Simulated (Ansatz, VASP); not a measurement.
Two plane-wave programs on HfN

```xyz
4
Lattice="3.1339 0.0000 0.0000 -1.5670 2.7140 0.0000 0.0000 0.0000 5.4168" Properties=species:S:1:pos:R:3 pbc="T T T"
Hf    1.5670    0.9047    4.0626
Hf    0.0000    1.8094    1.3542
N     0.0789   -0.0870    0.0933
N     0.0000    0.0000    2.7084
```

Alike in both runs: task single point; functional PBE; k mesh 12 × 12 × 6; occupations gaussian, width 0.05 eV; no spin polarisation.

|  | VASP | Ansatz |
| --- | --- | --- |
| version | VASP 6.6.1 | Ansatz 0.2.0 |
| potentials or method | VASP PAW PBE potentials, release 64 (Hf_pv, N), cutoff 520 eV | scalar-relativistic, plane waves, PAW |
| valence electrons in the cell | 30 | 62 |

|  | VASP | Ansatz | Ansatz less VASP |
| --- | --- | --- | --- |
| gap on the k mesh at the Fermi level (eV) | none | none | - |
| pressure (GPa) | 5.5 | 7.7 | +2.19 |
| traceless stress, the component that is largest in VASP (GPa) | 1.25 | 1.25 | -0.007 |
| rms of the force components (eV/Å) | 0.716 | 0.718 | +0.0022 |

Atom by atom the forces differ by 0.004 eV/Å (rms over components). A gap of «none» marks a metal or a gap that the smearing closes. VASP's potentials hold 30 valence electrons a cell and Ansatz's 62, so a difference there can come from the potentials and not from the codes.

Spin-orbit coupling is off throughout.
